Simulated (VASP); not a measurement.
# CuI (F-43m) in VASP: notebook

CuI is run at these levels: LDA, r2SCAN, PBEsol; tasks: single point, relaxation of cell and atoms.

Program: VASP 6.6.1. These are calculated values, not measurements. Logs are shortened: lines on timing, memory, paths and dates and some standing lists are left out, and cuts for length are marked.

### Step 1. The cell of the first run

It takes space group F-43m (No. 216, cubic). The conventional cell has a = 6.024 Å, b = 6.024 Å, c = 6.024 Å, α = 90.00°, β = 90.00°, γ = 90.00°. Cu (site symmetry -43m) has 4 I at 2.61 Å within 3.4 Å. I (site symmetry -43m) has 4 Cu at 2.61 Å within 3.4 Å.

### Step 2. Single point, LDA

Contents of INCAR:

```
PREC = Accurate ; ENCUT = 520
EDIFF = 1E-6 ; ISMEAR = 0
SIGMA = 0.01 ; LREAL = False
LASPH = True ; NELM = 100
ALGO = Normal ; ISIF = 2
LWAVE = False ; LCHARG = False
GGA = CA ; NBANDS = 16
```

Contents of KPOINTS:

```
regular mesh
0
Gamma
  8 8 8
```

Contents of POSCAR:

```
CuI
1.0
    0.0000000000      3.0120427040      3.0120427040
    3.0120427040      0.0000000000      3.0120427040
    3.0120427040      3.0120427040      0.0000000000
Cu I
1 1
Direct
    0.2500000000      0.2500000000      0.2500000000
    0.0000000000      0.0000000000      0.0000000000
```

Potentials or basis: VASP PAW LDA potentials, release 64 (Cu, I).

Started as:

```console
> cat potpaw_LDA.64/Cu/POTCAR potpaw_LDA.64/I/POTCAR > POTCAR
> mpirun -np 1 vasp_std > vasp.out
```

OUTCAR:

```text
PREC = Accurate
   ENCUT = 520
   EDIFF = 1E-6
   ISMEAR = 0
   LREAL = False
   LASPH = True
   NELM = 100
   ISIF = 2
   GGA = CA

 ion  position               nearest neighbor table
   1  0.250  0.250  0.250-   2 2.61   2 2.61   2 2.61   2 2.61
   2  0.000  0.000  0.000-   1 2.61   1 2.61   1 2.61   1 2.61

  LATTYP: Found a face centered cubic cell.
 ALAT       =     6.0240854080

  Lattice vectors:

 A1 = (   0.0000000000,   3.0120427040,   3.0120427040)
 A2 = (   3.0120427040,   0.0000000000,   3.0120427040)
 A3 = (   3.0120427040,   3.0120427040,   0.0000000000)

Analysis of symmetry for initial positions (statically):
=====================================================================
 Subroutine PRICEL returns:
 Original cell was already a primitive cell.

 Routine SETGRP: Setting up the symmetry group for a
 face centered cubic supercell.

 Subroutine GETGRP returns: Found 24 space group operations
 (whereof 24 operations were pure point group operations)
 out of a pool of 48 trial point group operations.

The static configuration has the point symmetry T_d .

Analysis of symmetry for dynamics (positions and initial velocities):
=====================================================================
 Subroutine PRICEL returns:
 Original cell was already a primitive cell.

 Routine SETGRP: Setting up the symmetry group for a
 face centered cubic supercell.

 Subroutine GETGRP returns: Found 24 space group operations
 (whereof 24 operations were pure point group operations)
 out of a pool of 48 trial point group operations.

The dynamic configuration has the point symmetry T_d .

 Subroutine INISYM returns: Found 24 space group operations
 (whereof 24 operations are pure point group operations),
 and found     1 'primitive' translations

----------------------------------------------------------------------------------------

                                     Primitive cell

  volume of cell :      54.6529

  direct lattice vectors                    reciprocal lattice vectors
     0.000000000  3.012042704  3.012042704    -0.166000302  0.166000302  0.166000302
     3.012042704  0.000000000  3.012042704     0.166000302 -0.166000302  0.166000302
     3.012042704  3.012042704  0.000000000     0.166000302  0.166000302 -0.166000302

  length of vectors
     4.259671642  4.259671642  4.259671642     0.287520958  0.287520958  0.287520958

  position of ions in fractional coordinates (direct lattice)
[... 78 lines left out ...]
   NELM   =    100;   NELMIN=  2; NELMDL= -5     # of ELM steps
   EDIFF  = 0.1E-05   stopping-criterion for ELM
   LREAL  =      F    real-space projection
   EDIFFG = 0.1E-04   stopping-criterion for IOM
   NSW    =      0    number of steps for IOM
   IBRION =     -1    ionic relax: 0-MD 1-quasi-New 2-CG
   NFREE  =      0    steps in history (QN), initial steepest desc. (CG)
   ISIF   =      2    stress and relaxation
   ISYM   =      2    0-nonsym 1-usesym 2-fastsym
   POTIM  = 0.5000    time-step for ionic-motion
   TEBEG  =    0.0;   TEEND  =   0.0 temperature during run
   PSTRESS=    0.0 pullay stress
   NELECT =      18.0000    total number of electrons
   NUPDOWN=      -1.0000    fix difference up-down
   EMIN   =  10.00;   EMAX   =-10.00  energy-range for DOS
   EFERMI =   0.00;   METHOD = LEGACY
   ISMEAR =     0;   SIGMA  =   0.01  broadening in eV -4-tet -1-fermi 0-gaus
   EFERMI_NEDOS =   21; number of points for ismear=-14 and -15
   IALGO  =     38    algorithm
   IMIX   =      4    mixing-type and parameters
     AMIX     =   0.40;   BMIX     =  1.00
     AMIX_MAG =   1.60;   BMIX_MAG =  1.00
  volume/ion in A,a.u.               =      27.33       184.41
  Fermi-wavevector in a.u.,A,eV,Ry     =   1.130562  2.136453 17.390577  1.278171
  Thomas-Fermi vector in A             =   2.267259
   LORBIT       =      0    0 simple, 1 ext, 2 COOP (PROOUT), +10 PAW based schemes
   GGA     = CA    functional components
   LHFCALC =     F    Hartree Fock is set to
   AEXX    =    0.0000 exact exchange contribution
   IVDW    =     0    specifies the selected vdW correction
   LEPSILON=     F    determine dielectric tensor
   LRPA    =     F    only Hartree local field effects (RPA)
 non-spin polarized calculation
 Gauss-broadening in eV      SIGMA  =   0.01
  energy-cutoff  :      520.00
  volume of cell :       54.65
 maximum number of plane-waves:      1480
   NGX = 15   NGY = 15   NGZ = 15

 number of electron      18.0000016 magnetization

 Free energy of the ion-electron system (eV)
  ---------------------------------------------------
  ext. energy  EPLUGINS =         0.00000000
  ---------------------------------------------------
  free energy    TOTEN  =        -6.94498378 eV

  energy without entropy =       -6.94498378  energy(sigma->0) =       -6.94498378

 E-fermi :   4.4817     XC(G=0):  -9.3952

 val. band max:        4.3790636798   @ k =   0.0000   0.0000   0.0000
 cond. band min:       5.4274703119   @ k =   0.0000   0.0000   0.0000
 fundamental gap:      1.0484066321
 Fermi energy:         4.4816826569

 k-point     1 :       0.0000    0.0000    0.0000
  band No.  band energies     occupation
      1      -9.7064      2.00000
      2       0.6627      2.00000
      3       0.6627      2.00000
      4       0.6627      2.00000
      5       2.3789      2.00000
      6       2.3789      2.00000
[... 433 lines left out ...]
      3       0.1372      2.00000
      4       0.6614      2.00000
      5       2.3114      2.00000
      6       2.3896      2.00000
[... 8 lines left out ...]
     15      15.0971      0.00000
     16      15.7092      0.00000

 [... further k-points ...]

------------------------ aborting loop because EDIFF is reached ----------------------------------------

  FORCE on cell =-STRESS in cart. coord.  units (eV):
  Direction    XX          YY          ZZ          XY          YZ          ZX
  --------------------------------------------------------------------------------------
  -------------------------------------------------------------------------------------
  Total       -1.2210294     -1.2210294     -1.2210294      0.0000000      0.0000000      0.0000000
  in kB      -35.7950790    -35.7950790    -35.7950790      0.0000000      0.0000000      0.0000000
  external PRESSURE =     -35.7950790 kB  Pullay stress =       0.0000000 kB

 VOLUME and BASIS-vectors are now :
 -----------------------------------------------------------------------------
  energy-cutoff  :      520.00
  volume of cell :       54.65
      direct lattice vectors                 reciprocal lattice vectors
     0.000000000  3.012042704  3.012042704    -0.166000302  0.166000302  0.166000302
     3.012042704  0.000000000  3.012042704     0.166000302 -0.166000302  0.166000302
     3.012042704  3.012042704  0.000000000     0.166000302  0.166000302 -0.166000302

 POSITION                                       TOTAL-FORCE (eV/Angst)
 -----------------------------------------------------------------------------------
      1.50602      1.50602      1.50602        -0.000000      0.000000     -0.000000
      0.00000      0.00000      0.00000         0.000000     -0.000000      0.000000
 -----------------------------------------------------------------------------------
    total drift:                               -0.000001     -0.000001     -0.000001

  FREE ENERGIE OF THE ION-ELECTRON SYSTEM (eV)
  ---------------------------------------------------
  free  energy   TOTEN  =        -6.9449837830 eV

  energy  without entropy=       -6.9449837830  energy(sigma->0) =       -6.94498378
```

OSZICAR:

```text
N       E                     dE             d eps       ncg     rms          rms(c)
DAV:   1     0.933790565369E+02    0.93379E+02   -0.75617E+03   928   0.120E+03
DAV:   2    -0.993612046126E+00   -0.94373E+02   -0.85352E+02   968   0.228E+02
DAV:   3    -0.704453254225E+01   -0.60509E+01   -0.59650E+01  1296   0.623E+01
DAV:   4    -0.720996125148E+01   -0.16543E+00   -0.16537E+00  1096   0.959E+00
DAV:   5    -0.721935004336E+01   -0.93888E-02   -0.93887E-02  1440   0.252E+00    0.574E+00
DAV:   6    -0.712850926565E+01    0.90841E-01   -0.32206E+00   952   0.496E+01    0.361E+00
DAV:   7    -0.695054338032E+01    0.17797E+00   -0.77007E-01   984   0.303E+01    0.174E+00
DAV:   8    -0.694811207126E+01    0.24313E-02   -0.42599E-02  1440   0.309E+00    0.480E-01
DAV:   9    -0.694515152296E+01    0.29605E-02   -0.74973E-03  1184   0.258E+00    0.253E-01
DAV:  10    -0.694513177719E+01    0.19746E-04   -0.49486E-04  1464   0.162E-01    0.162E-01
DAV:  11    -0.694498434263E+01    0.14743E-03   -0.81177E-04  1240   0.931E-01    0.303E-02
DAV:  12    -0.694498634279E+01   -0.20002E-05   -0.89039E-05  1288   0.125E-01    0.390E-02
DAV:  13    -0.694498471444E+01    0.16283E-05   -0.26345E-06  1264   0.211E-02    0.175E-02
DAV:  14    -0.694498378304E+01    0.93140E-06   -0.24954E-06  1104   0.342E-02
   1 F= -.69449838E+01 E0= -.69449838E+01  d E =-.609807E-50
```

It took 7.7 s on 1 thread of Intel Xeon 6975P-C (Granite Rapids), shared host; peak memory 0.16 GiB.

What came out:

* Free energy: -6.9450 eV
* Pressure: -3.6 GPa
* Band gap on the k mesh: 1.05 eV

Levels at points of the mesh, in eV from the valence-band top:
```
           k point  band 5  band 6  band 7  band 8  band 9  band 10  band 11  band 12  band 13  band 14
(0.00, 0.00, 0.00)   -2.00   -2.00    0.00    0.00    0.00     1.05     4.85     4.85     4.85     8.01
(0.50, 0.00, 0.00)   -1.97   -1.97   -1.93   -0.75   -0.75     2.09     5.39     5.39     7.28     9.04
(0.50, 0.50, 0.00)   -2.03   -1.94   -1.91   -1.62   -1.62     2.58     2.84     9.17     9.80     9.80
```

Caveat: the cell stands under tension; spin-orbit coupling is left out, which moves the levels of the heavy elements. LDA gaps usually lie below the measured ones, often by a third to a half.

### Step 3. Single point, r2SCAN

POSCAR is that of step 2.

Contents of INCAR.step1:

```
SYSTEM = CuI
ALGO = Normal ; EDIFF = 1E-4
ENCUT = 520 ; GGA = PE
ISMEAR = 0 ; LASPH = .True.
LCHARG = .False. ; LREAL = .False.
LWAVE = .True. ; NBANDS = 16
NELM = 100 ; PREC = Accurate
SIGMA = 0.01
```

Contents of INCAR.step2:

```
SYSTEM = CuI
ALGO = Normal ; EDIFF = 1E-6
ENCUT = 520 ; ISIF = 2
ISMEAR = 0 ; ISTART = 1
LASPH = .True. ; LCHARG = .False.
LMIXTAU = .True. ; LREAL = .False.
LWAVE = .False. ; METAGGA = R2SCAN
NBANDS = 16 ; NELM = 100
PREC = Accurate ; SIGMA = 0.01
```

Contents of KPOINTS:

```
k-points
0
Gamma
  8 8 8
  0 0 0
```

Potentials or basis: VASP PAW PBE potentials, release 64 (Cu, I).

Started as:

```console
> cat potpaw_PBE.64/Cu/POTCAR potpaw_PBE.64/I/POTCAR > POTCAR
> cp INCAR.step1 INCAR
> mpirun -np 1 vasp_std > vasp.out
> cp INCAR.step2 INCAR
> mpirun -np 1 vasp_std > vasp.out
```

It took 29 s on 1 thread of Intel Xeon 6975P-C (Granite Rapids), shared host; peak memory 0.2 GiB.

The run converged. Its results:

```yaml
Free_energy: -35.7955 eV
Pressure: -0.1 GPa
Band_gap_on_the_k_mesh: 1.67 eV
```

Levels at points of the mesh, in eV from the valence-band top:
```
           k point  band 6  band 7  band 8  band 9  band 10  band 11  band 12  band 13
(0.00, 0.00, 0.00)   -1.92    0.00    0.00    0.00     1.67     5.22     5.22     5.22
(0.50, 0.00, 0.00)   -1.89   -1.85   -0.74   -0.74     2.57     5.73     5.73     7.75
(0.50, 0.50, 0.00)   -1.84   -1.82   -1.57   -1.57     2.90     3.17     9.94    10.51
```

Caveat: the PAW data sets were made with another functional, which shifts forces and pressure a little; spin-orbit coupling is left out, which moves the levels of the heavy elements.

### Step 4. Relaxation of cell and atoms, PBEsol

This run uses another cell than the first one, of 28.08 Å³/atom.

Contents of INCAR:

```
SYSTEM = CuI
ALGO = Normal
EDIFF = 1E-7
EDIFFG = -0.005
ENCUT = 600
GGA = PS
IBRION = 2
ISIF = 3
ISMEAR = -1
LASPH = .True.
LCHARG = .False.
LREAL = .False.
LWAVE = .False.
NELM = 60
NSW = 80
PREC = Accurate
SIGMA = 0.02
```

Contents of KPOINTS:

```
k-points
0
Gamma
  6 6 6
  0 0 0
```

Contents of POSCAR:

```
CuI
1.0
    0.0000000000      3.0394494624      3.0394494624
    3.0394494624      0.0000000000      3.0394494624
    3.0394494624      3.0394494624      0.0000000000
Cu I
1 1
Direct
    0.2500000000      0.2500000000      0.2500000000
    0.0000000000      0.0000000000      0.0000000000
```

Started as:

```console
> cat potpaw_PBE.64/Cu/POTCAR potpaw_PBE.64/I/POTCAR > POTCAR
> mpirun -np 1 vasp_std > vasp.out
```

Wall time 22 s (1 thread of Intel Xeon 6975P-C (Granite Rapids), shared host); peak memory 0.21 GiB.

Results (log left out):

| Quantity | Value |
| --- | --- |
| Free energy | -6.3182 eV |
| Relaxed volume | 26.28 Å³/atom |
| Relaxed cell | a = 4.204 Å, b = 4.204 Å, c = 4.204 Å, α = 60.00°, β = 60.00°, γ = 60.00° |
| Space group after relaxing (to 0.1 Å) | F-43m (No. 216) |
| Energy gained by relaxing | 16.7 meV/atom |
| Ionic steps | 3 |
| Pressure after relaxing | 0.0 GPa |
| Band gap on the k mesh | 1.19 eV |

The path:
| step | energy change (eV) | largest force (eV/Å) | pressure (GPa) | volume (Å³) |
| --- | --- | --- | --- | --- |
| 1 | 0.0000 | 0.0000 | -2.73 | 56.16 |
| 2 | -0.0332 | 0.0000 | 0.20 | 52.35 |
| 3 | -0.0333 | 0.0000 | -0.02 | 52.56 |

Final structure:
```
Cu I
1.0
     0.00000    2.97300    2.97300
     2.97300    0.00000    2.97300
     2.97300    2.97300    0.00000
Cu I
1 1
Cartesian
  1.4865 1.4865 1.4865
  0.0000 0.0000 0.0000
```

Levels at points of the mesh, in eV from the valence-band top:
| k point | band 7 | band 8 | band 9 | band 10 | band 11 | band 12 |
| --- | --- | --- | --- | --- | --- | --- |
| (0.00, 0.00, 0.00) | 0.00 | 0.00 | 0.00 | 1.19 | 4.76 | 4.76 |
| (0.50, 0.00, 0.00) | -2.05 | -0.81 | -0.81 | 2.13 | 5.31 | 5.31 |
| (0.50, 0.50, 0.00) | -2.03 | -1.73 | -1.73 | 2.48 | 2.81 | 9.49 |

Caveat: the PAW data sets were made with another functional, which shifts forces and pressure a little; spin-orbit coupling is left out, which moves the levels of the heavy elements.

### Step 5. Relaxation of cell and atoms, LDA

This run uses another cell than the first one, of 28.08 Å³/atom.

Contents of INCAR:

```
  PREC = Accurate
  ENCUT = 600
  EDIFF = 1E-7
  ISMEAR = -1
  SIGMA = 0.02
  LREAL = F
  LASPH = T
  NELM = 80
  ALGO = Normal
  ISIF = 3
  LWAVE = F
  LCHARG = F
  IBRION = 2
  NSW = 80
  EDIFFG = -0.005
```

Contents of KPOINTS:

```
Automatic mesh
0
Gamma
  6 6 6
```

POSCAR is that of step 4.

Potentials or basis: VASP PAW LDA potentials, release 64 (Cu, I).

Started as:

```console
> cat potpaw_LDA.64/Cu/POTCAR potpaw_LDA.64/I/POTCAR > POTCAR
> mpirun -np 1 vasp_std > vasp.out
```

It took 43 s on 1 thread of Intel Xeon 6975P-C (Granite Rapids), shared host; peak memory 0.18 GiB.

It converged, with:

```yaml
Free_energy: -6.9938 eV
Relaxed_volume: 25.24 Å³/atom
Relaxed_cell: a = 4.148 Å, b = 4.148 Å, c = 4.148 Å, α = 60.00°, β = 60.00°, γ = 60.00°
Space_group_after_relaxing_to_0.1_Å: F-43m (No. 216)
Energy_gained_by_relaxing: 45.0 meV/atom
Ionic_steps: 15
Pressure_after_relaxing: 0.0 GPa
Band_gap_on_the_k_mesh: 1.28 eV
```

The path:
| step | energy change (eV) | largest force (eV/Å) | pressure (GPa) | volume (Å³) |
| --- | --- | --- | --- | --- |
| 1 | 0.0000 | 0.0000 | -4.54 | 56.16 |
| 2 | -0.0890 | 0.0000 | 0.63 | 49.94 |
| 3 | -0.0900 | 0.0000 | 0.04 | 50.47 |
| 4 | -0.0900 | 0.0000 | -0.11 | 50.58 |
| 5 | -0.0900 | 0.0000 | -0.11 | 50.58 |
| 6 | -0.0900 | 0.0000 | -0.10 | 50.57 |
| 7 | -0.0900 | 0.0000 | -0.08 | 50.57 |
| 8 | -0.0900 | 0.0000 | -0.07 | 50.57 |
| 9 | -0.0900 | 0.0000 | -0.04 | 50.57 |
| 10 | -0.0900 | 0.0000 | -0.10 | 50.57 |
| 11 | -0.0900 | 0.0000 | -0.09 | 50.56 |
| 12 | -0.0900 | 0.0000 | -0.09 | 50.56 |
| 13 | -0.0900 | 0.0000 | -0.07 | 50.55 |
| 14 | -0.0900 | 0.0000 | -0.06 | 50.52 |
| 15 | -0.0900 | 0.0000 | 0.00 | 50.48 |

Final structure:
```
CELL_PARAMETERS angstrom
0.00000 2.93326 2.93326
2.93326 0.00000 2.93326
2.93326 2.93326 0.00000
ATOMIC_POSITIONS crystal
Cu 0.25000 0.25000 0.25000
I 0.00000 0.00000 0.00000
```

Levels at points of the mesh, in eV from the valence-band top:
```
           k point  band 7  band 8  band 9  band 10  band 11  band 12
(0.00, 0.00, 0.00)    0.00    0.00    0.00     1.28     4.75     4.75
(0.50, 0.00, 0.00)   -2.28   -0.89   -0.89     2.15     5.32     5.32
(0.50, 0.50, 0.00)   -2.27   -1.92   -1.92     2.42     2.78     9.76
```

Caveat: spin-orbit coupling is left out, which moves the levels of the heavy elements.

### Step 6. Overview

| task | level | potentials or basis | cell | k mesh | cutoff (eV) | smearing | gap on the mesh (eV) | pressure (GPa) | relaxed volume (Å³/atom) |
| --- | --- | --- | --- | --- | --- | --- | --- | --- | --- |
| single point | LDA | VASP PAW LDA potentials, release 64 (Cu, I) | a = 4.260 Å, angles 60.0°, 2 atoms | 8 × 8 × 8 | 520 | gaussian 0.01 eV | 1.05 | -3.6 | - |
| single point | r2SCAN | VASP PAW PBE potentials, release 64 (Cu, I) | a = 4.260 Å, angles 60.0°, 2 atoms | 8 × 8 × 8 | 520 | gaussian 0.01 eV | 1.67 | -0.1 | - |
| relaxation of cell and atoms | PBEsol | VASP PAW PBE potentials, release 64 (Cu, I) | relaxed from a = 4.298 Å, angles 60.0°, 2 atoms | 6 × 6 × 6 | 600 | fermi-dirac 0.02 eV | 1.19 | 0.0 | 26.28 |
| relaxation of cell and atoms | LDA | VASP PAW LDA potentials, release 64 (Cu, I) | relaxed from a = 4.298 Å, angles 60.0°, 2 atoms | 6 × 6 × 6 | 600 | fermi-dirac 0.02 eV | 1.28 | 0.0 | 25.24 |

Alike in all rows: no spin polarisation.

Caveats: spin-orbit coupling is left out, which moves the levels of the heavy elements; the PAW data sets were made with another functional, which shifts forces and pressure a little (at least some runs); the cell stands under tension (at least some runs).

Total energies depend on the potentials used, so only differences within one code and one set of settings carry meaning.
